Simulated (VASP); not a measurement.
## Sc: single point with LDA

The system is Sc.

```
Sc
1.0
     3.28679    0.00000    0.00000
    -1.64340    2.84644    0.00000
     0.00000    0.00000    5.23791
Sc
2
Direct
  0.66667 0.33333 0.75000
  0.33333 0.66667 0.25000
```

- Program: VASP 6.6.1
- Task: single point
- Functional: LDA
- Potentials or basis: VASP PAW LDA potentials, release 64 (Sc_sv)
- Cutoff: 520 eV
- k mesh: 9 × 9 × 5
- Occupations: gaussian, width 0.05 eV
- Spin: no spin polarisation
- Dipole correction: no
- Further INCAR settings: ALGO = Normal; EDIFF = 1e-06; NBANDS = 18

* Pressure: -4.4 GPa
* Band gap on the k mesh: zero (band 11 reaches 4.16 eV, above the bottom of band 12 at 3.00 eV)

Stress tensor (GPa, compression positive):
```
-3.79  0.00  0.00
 0.00 -3.79  0.00
 0.00  0.00 -5.68
```

Levels at points of the mesh, in eV from the Fermi level:
```tsv
k point	band 9	band 10	band 11	band 12	band 13	band 14
(0.00, 0.00, 0.00)	-5.09	-1.70	0.56	1.56	1.56	1.68
```

Run time: 20 s on 1 thread of Intel(R) Xeon(R) Platinum 8259CL CPU @ 2.50GHz (Skylake/Cascade Lake) (shared host), peak memory 0.15 GiB.
